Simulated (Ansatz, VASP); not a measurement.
TaWC2 in VASP and in Ansatz

Contents of INCAR:

```
SYSTEM = TaWC2
PREC = Accurate ; ENCUT = 520
EDIFF = 1E-6 ; ISMEAR = -1
SIGMA = 0.05 ; LREAL = .FALSE.
LASPH = .TRUE. ; NELM = 100
ALGO = Normal ; ISIF = 2
LWAVE = .FALSE. ; LCHARG = .FALSE.
GGA = PE ; NBANDS = 24
```

The input KPOINTS:

```
regular mesh
0
G
  8 8 8
  0 0 0
```

POSCAR

```
TaWC2
1.0
    1.5718551461      0.9075109917      5.1016196719
   -1.5718551461      0.9075109917      5.1016196719
    0.0000000000     -1.8150219835      5.1016196719
W Ta C
1 1 2
Direct
    0.0000000000      0.0000000000      0.0000000000
    0.5000000000      0.5000000000      0.5000000000
    0.2509330000      0.2509330000      0.2509330000
    0.7490670000      0.7490670000      0.7490670000
```

File input.yaml:

```yaml
crystal:
  lattice:
    - [1.5718551461, 0.9075109917, 5.1016196719]
    - [-1.5718551461, 0.9075109917, 5.1016196719]
    - [0.0, -1.8150219835, 5.1016196719]
  atoms:
    - { symbol: W, position: [0.0, 0.0, 0.0] }
    - { symbol: Ta, position: [0.5, 0.5, 0.5] }
    - { symbol: C, position: [0.250933, 0.250933, 0.250933] }
    - { symbol: C, position: [0.749067, 0.749067, 0.749067] }
hamiltonian:
  xc: pbe
  pseudopotentials: { kind: paw }
kpoints:
  mp_grid: { grid: [8, 8, 8] }
  band_path:
    path:
      - [[0.0, 0.0, 0.0], [0.5, 0.0, 0.0], [0.5, 0.1877624847, -0.1877624847]]
      - [[0.8122375153, 0.5, 0.1877624847], [0.5, 0.5, 0.5], [0.0, 0.0, 0.0], [0.3438812424, 0.0, -0.3438812424]]
      - [[0.6561187576, 0.3438812424, 0.0], [0.5, 0.5, 0.0], [0.6561187576, 0.6561187576, 0.1877624847], [0.5, 0.5, 0.5]]
      - [[0.5, 0.0, 0.0], [0.8122375153, 0.3438812424, 0.3438812424]]
    npoints: 14
scf:
  occupations: { method: fermi_dirac, width: 0.05 }
  n_extra_bands: 10
output:
  forces: true
  stress: true
  eigenvalues: true
  fatbands: false
```

Alike in both runs: functional PBE; k mesh 8 × 8 × 8; occupations fermi-dirac, width 0.05 eV; no spin polarisation.

|  | VASP | Ansatz |
| --- | --- | --- |
| version | VASP 6.6.1 | Ansatz 0.2.0 |
| potentials or method | VASP PAW PBE potentials, release 64 (W_sv, Ta_pv, C) | Ansatz PAW |
| plane-wave cutoff (eV) | 520 | 420 |
| valence electrons in the cell | 33 | 35 |
| task | single point | band structure |

```tsv
	VASP	Ansatz	Ansatz less VASP
gap on the k mesh at the Fermi level (eV)	none	none	-
pressure (GPa)	-1.9	-2.7	-0.76
traceless stress, the component that is largest in VASP (GPa)	1.28	1.25	-0.025
rms of the force components (eV/Å)	0.029	0.025	-0.0034
```

Atom by atom the forces differ by 0.003 eV/Å (rms over components). A gap of «none» marks a metal or a gap that the smearing closes. With one functional, cell and mesh, what is left measures potentials, basis and numerics. VASP's potentials hold 33 valence electrons a cell and Ansatz's 35, so a difference there can come from the potentials and not from the codes.

Neither program's run includes spin-orbit coupling.
